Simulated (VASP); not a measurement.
Input of a VASP 6.6.1 run:

Contents of INCAR:

```
PREC = Accurate
ENCUT = 520
EDIFF = 1E-6
ISMEAR = -1
SIGMA = 0.1
LREAL = False
LASPH = True
NELM = 100
ALGO = Normal
ISIF = 2
LWAVE = False
LCHARG = False
NBANDS = 11
```

Contents of KPOINTS:

```
Automatic mesh
0
Gamma
  27 27 27
```

Contents of POSCAR:

```
C
1.0
   -1.0904183622      1.0904183622      1.5420040058
    1.0904183622     -1.0904183622      1.5420040058
    1.0904183622      1.0904183622     -1.5420040058
C
2
Direct
   -0.3750000000     -0.1250000000     -0.2500000000
    0.3750000000      0.1250000000      0.2500000000
```

Potentials or basis: VASP PAW LDA potentials, release 64 (C).

The run is started by

```sh
$ cat potpaw_LDA.64/C/POTCAR > POTCAR
$ mpirun -np 1 vasp_std > vasp.out
```

(1) Estimate the band gap on the k mesh.

(2) What does it give for the pressure?

Answers

(1) 5.31 eV (least direct gap 6.79 eV).

(2) 393.2 GPa.

Caveat: the cell stands under pressure; an odd mesh through Γ misses points on the zone boundary, where band edges can lie.
